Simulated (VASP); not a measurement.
Wanted: the native input for a VASP 6.6.1 run.

- Task: single point
- Functional: PBE
- Dispersion: D3(BJ)
- Potentials or basis: VASP PAW PBE potentials, release 64 (Zn, Au_sv_GW)
- Cutoff: 540 eV
- k mesh: 2 × 2 × 2
- Occupations: gaussian, width 0.1 eV
- Spin: no spin polarisation
- Dipole correction: no
- Further INCAR settings: ALGO = Normal; EDIFF = 1e-06; NBANDS = 22

The structure of ZnAu lies in POSCAR:

```
ZnAu
1.0
    3.1500525100      0.0000000000      0.0000000000
    0.0000000000      3.1500525100      0.0000000000
    0.0000000000      0.0000000000      3.1500525100
Zn Au
1 1
Direct
    0.5000000000      0.5000000000      0.5000000000
    0.0000000000      0.0000000000      0.0000000000
```

One way to write it, as run:

INCAR

```
SYSTEM = ZnAu
PREC = Accurate
ENCUT = 540
EDIFF = 1E-6
ISMEAR = 0
SIGMA = 0.1
LREAL = .FALSE.
LASPH = .TRUE.
NELM = 120
ALGO = Normal
ISIF = 2
LWAVE = .FALSE.
LCHARG = .FALSE.
GGA = PE
IVDW = 12
NBANDS = 22
GGA_COMPAT = .FALSE.
```

KPOINTS

```
Automatic mesh
0
G
  2 2 2
  0 0 0
```

Potentials or basis: VASP PAW PBE potentials, release 64 (Zn, Au_sv_GW).

Launch:

```sh
$ cat potpaw_PBE.64/Zn/POTCAR potpaw_PBE.64/Au_sv_GW/POTCAR > POTCAR
$ mpirun -np 1 vasp_std > vasp.out
```

Results of the run:

| Property | Result |
| --- | --- |
| Pressure | -2.1 GPa |
| Band gap on the k mesh | zero (an odd number of electrons rules out a gap without spin polarisation) |
| Dispersion energy per atom | -0.545 eV |

Caveat: the k points lie up to 1.00 Å⁻¹ apart, too coarse for converged energies and pressures of a metal; three body term missing; spin-orbit coupling is left out, which moves the levels of the heavy elements.

Wall time 4.8 s on 1 thread of AMD EPYC 7R13 Processor (Zen 3), on a shared host, peak memory 0.12 GiB.
